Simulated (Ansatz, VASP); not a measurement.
**Two plane-wave programs on C**

```
C
1.0
     0.00000    1.78580    1.78580
     1.78580    0.00000    1.78580
     1.78580    1.78580    0.00000
C
2
Cartesian
  0.0000 0.0000 0.0000
  0.8929 0.8929 0.8929
```

Alike in both runs: functional PBE; k mesh 12 × 12 × 12; occupations gaussian, width 0.02 eV; no spin polarisation.

Ansatz relaxed the structure, and its values are those at the end. VASP's run is a single point on that final structure, the one shown.

|  | VASP | Ansatz |
| --- | --- | --- |
| version | VASP 6.6.1 | Ansatz 0.2.0 |
| potentials or method | VASP PAW PBE potentials, release 64 (C), cutoff 600 eV | scalar-relativistic, plane waves, PAW |
| valence electrons in the cell | 8 | 8 |

Ansatz gave:

* gap on the k mesh at the Fermi level (eV): 4.15
* least direct gap on the mesh (eV): 5.58
* pressure (GPa): 0.0

**Question.** Estimate VASP's values.

**Answer.** gap on the k mesh at the Fermi level (eV): 4.14; least direct gap on the mesh (eV): 5.58; pressure (GPa): 0.0.
